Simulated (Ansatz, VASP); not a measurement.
**Ga2O3 in VASP and in Ansatz**

```
Ga O
1.0
     3.01609    0.00000    0.00000
    -1.50805    2.61201    0.00000
     0.00000    0.00000    6.80412
Ga O
2 3
Direct
  0.33333 0.66667 0.79330
  0.66667 0.33333 0.20670
  0.66667 0.33333 0.68570
  0.00000 0.00000 0.00000
  0.33333 0.66667 0.31430
```

Alike in both runs: functional PBE; dispersion D3(BJ); k mesh 12 × 12 × 4; occupations gaussian, width 0.02 eV; no spin polarisation.

Ansatz relaxed the structure, and its values are those at the end. VASP's run is a single point on that final structure, the one shown.

```csv
,VASP,Ansatz
version,VASP 6.6.1,Ansatz 0.2.0
potentials or method,"VASP PAW PBE potentials, release 64 (Ga_d, O), cutoff 600 eV","scalar-relativistic, plane waves, PAW"
valence electrons in the cell,44,44
```

|  | VASP | Ansatz | Ansatz less VASP |
| --- | --- | --- | --- |
| gap on the k mesh at the Fermi level (eV) | 2.19 | 2.21 | +0.024 |
| least direct gap on the mesh (eV) | 2.19 | 2.21 | +0.024 |
| pressure (GPa) | 0.5 | 0.0 | -0.50 |
| rms of the force components (eV/Å) | 0.014 | 0.002 | -0.0121 |
